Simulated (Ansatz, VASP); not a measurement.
## Two plane-wave programs on Ge4F

```
Ge F
1.0
     4.03036    0.00000    0.00000
     0.00000    4.03036    0.00000
     0.00000    0.00000   21.74166
Ge F
4 1
Direct
  0.00000 0.50000 0.18398
  0.00000 0.00000 0.24952
  0.50000 0.00000 0.31819
  0.50000 0.50000 0.38367
  0.50000 0.62500 0.54005
```

Alike in both runs: task single point; functional PBE; dispersion D3(BJ); k mesh 7 × 7 × 1; occupations gaussian, width 0.1 eV; no spin polarisation.

```csv
,VASP,Ansatz
version,VASP 6.6.1,Ansatz 0.2.0
potentials or method,"VASP PAW PBE potentials, release 64 (Ge_d, F), cutoff 520 eV","scalar-relativistic, plane waves, PAW"
valence electrons in the cell,63,63
```

Ansatz gave:

* gap on the k mesh at the Fermi level (eV): none
* rms of the force components (eV/Å): 0.277
* work function, face that differs most (eV): 10.50

Q: Estimate VASP's values.

A: gap on the k mesh at the Fermi level (eV): none; rms of the force components (eV/Å): 0.278; work function, face that differs most (eV): 10.49.

Atom by atom the forces differ by 0.002 eV/Å (rms over components). A gap of «none» marks a metal or a gap that the smearing closes.
